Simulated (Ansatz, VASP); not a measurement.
# Two plane-wave programs on Hf4N

```
CELL_PARAMETERS angstrom
0.00000 4.55769 4.55769
4.55769 0.00000 4.55769
4.55769 4.55769 0.00000
ATOMIC_POSITIONS crystal
Hf 0.88248 0.35255 0.88248
Hf 0.88248 0.88248 0.88248
Hf 0.35255 0.88248 0.88248
Hf 0.88248 0.88248 0.35255
N 0.75000 0.75000 0.75000
```

Alike in both runs: functional PBE; k mesh 8 × 8 × 8; occupations gaussian, width 0.1 eV; no spin polarisation.

Ansatz relaxed the structure, and its values are those at the end. VASP's run is a single point on that final structure, the one shown.

```csv
,VASP,Ansatz
version,VASP 6.6.1,Ansatz 0.2.0
potentials or method,"VASP PAW PBE potentials, release 64 (Hf_pv, N), cutoff 520 eV","scalar-relativistic, plane waves, PAW"
valence electrons in the cell,45,109
```

Ansatz gave:

```
gap on the k mesh at the Fermi level (eV) : none
pressure (GPa)                            : 0.0
rms of the force components (eV/Å)        : 0.001
```

Question: Which values does VASP return?

Answer: gap on the k mesh at the Fermi level (eV): none; pressure (GPa): -0.3; rms of the force components (eV/Å): 0.020.

A gap of «none» marks a metal or a gap that the smearing closes. VASP's potentials hold 45 valence electrons a cell and Ansatz's 109, so a difference there can come from the potentials and not from the codes.

Spin-orbit coupling is off throughout.
